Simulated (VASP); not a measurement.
Set up this calculation in VASP 6.6.1, as the native input.

```yaml
Task: single point
Functional: PBE
Potentials_or_basis: VASP PAW PBE potentials, release 64 (Bi_d, Se)
Cutoff: 520 eV
k_mesh: 4 × 4 × 2
Occupations: gaussian, width 0.1 eV
Spin: no spin polarisation
Dipole_correction: no
Further_INCAR_settings: ALGO = Normal; EDIFF = 1e-06; NBANDS = 32
```

The structure of Bi2Se3 lies in POSCAR:

```
Bi2Se3
1.0
    4.0886809300      0.0000000000      0.0000000000
    0.0000000000      4.0886809300      0.0000000000
    0.0000000000      0.0000000000      8.3776622300
Bi Se
2 3
Direct
    0.0000000000      0.0000000000      0.0000000000
    0.5000000000      0.5000000000      0.5000000000
    0.0000000000      0.0000000000      0.5000000000
    0.0000000000      0.0000000000      0.7623586300
    0.0000000000      0.0000000000      0.2376413700
```

The cell was built from a structure type or drawn by symmetry, and may not be a known phase.

The input as run:

INCAR

```
SYSTEM = Bi2Se3
ALGO = Normal
EDIFF = 1E-6
ENCUT = 520
GGA = PE
ISIF = 2
ISMEAR = 0
LASPH = .TRUE.
LCHARG = .TRUE.
LELF = .TRUE.
LREAL = .FALSE.
LVHAR = .TRUE.
LWAVE = .FALSE.
NBANDS = 32
NELM = 60
PREC = Accurate
SIGMA = 0.1
```

KPOINTS

```
k-points
0
G
  4 4 2
  0 0 0
```

Potentials or basis: VASP PAW PBE potentials, release 64 (Bi_d, Se).

Launch:

```console
$ cat potpaw_PBE.64/Bi_d/POTCAR potpaw_PBE.64/Se/POTCAR > POTCAR
$ mpirun -np 1 vasp_std > vasp.out
```

It gave:

| Property | Result |
| --- | --- |
| Pressure | 45.1 GPa |
| Largest force | 15.123 eV/Å |
| Band gap on the k mesh | zero (bands 24 and 25 overlap by 2.27 eV) |

Caveat: the k points lie up to 0.38 Å⁻¹ apart, too coarse for converged energies and pressures of a metal; spin-orbit coupling is left out, which moves the levels of the heavy elements; forces of over 1 eV/Å act on the atoms, so gaps and moduli don't describe the material at rest.

It took 44 s on 1 thread of Intel(R) Xeon(R) 6975P-C (Granite Rapids), with other jobs on the host, peak memory 0.24 GiB.
